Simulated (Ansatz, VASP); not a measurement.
CuSi16 in VASP and in Ansatz

```
Si Cu
1.0
     0.00000    5.43000    5.43000
     5.43000    0.00000    5.43000
     5.43000    5.43000    0.00000
Si Cu
16 1
Direct
  0.00099 0.99828 0.00100
  0.12425 0.12607 0.12427
  0.00252 0.99871 0.49860
  0.13358 0.12187 0.62216
  0.99925 0.49971 0.99926
  0.12393 0.62394 0.12394
  0.00163 0.50022 0.49829
  0.12455 0.62438 0.62556
  0.49858 0.99871 0.00254
  0.62214 0.12187 0.13361
  0.50248 0.99934 0.50250
  0.62473 0.12413 0.62475
  0.49827 0.50022 0.00164
  0.62555 0.62437 0.12456
  0.49888 0.50159 0.49889
  0.62325 0.63033 0.62327
  0.75375 0.24933 0.75377
```

Alike in both runs: functional PBE; k mesh 2 × 2 × 2; occupations fermi-dirac, width 0.05 eV; collinear spin.

Ansatz relaxed the structure, and its values are those at the end. VASP's run is a single point on that final structure, the one shown.

```csv
,VASP,Ansatz
version,VASP 6.6.1,Ansatz 0.2.0
potentials or method,"VASP PAW PBE potentials, release 64 (Si, Cu), cutoff 520 eV","scalar-relativistic, plane waves, PAW"
valence electrons in the cell,75,83
```

```csv
,VASP,Ansatz,Ansatz less VASP
rms of the force components (eV/Å),0.004,0.001,-0.0032
net moment per atom (μB),0.00,0.00,0.000
```

VASP's potentials hold 75 valence electrons a cell and Ansatz's 83, so a difference there can come from the potentials and not from the codes. Ansatz's warnings: seeded moment not kept.

The k mesh is coarse, so the values compare programs but aren't converged.
